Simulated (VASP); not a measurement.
The system is BiTe.

```
Bi Te
1.0
     0.00000    3.29845    3.29845
     3.29845    0.00000    3.29845
     3.29845    3.29845    0.00000
Bi Te
1 1
Direct
  0.00000 0.00000 0.00000
  0.50000 0.50000 0.50000
```

Base run:

| Property | Result |
| --- | --- |
| Program | VASP 6.6.1 |
| Functional | PBEsol |
| Potentials or basis | VASP PAW PBE potentials, release 64 (Bi_d, Te) |
| Cutoff | 520 eV |
| k mesh | 5 × 5 × 5 |
| Occupations | gaussian, width 0.01 eV |
| Spin | non-collinear spin, zero start, spin-orbit coupling |
| Starting moments | [[0.0, 0.0, 0.0], [0.0, 0.0, 0.0]] μB |

Its results: pressure -2.1 GPa; net moment 0.00 μB per cell.

**Question.** The run is repeated on the same cell with these changes: functional from PBEsol to PBE exchange alone; occupations from gaussian, width 0.01 eV to fermi-dirac, width 0.05 eV. What comes out?

**Answer.** Pressure 7.7 GPa; net moment 0.00 μB per cell.

Caveats: the PAW data sets were made with another functional, which shifts forces and pressure a little (at least some runs); the cell stands under pressure (at least some runs).
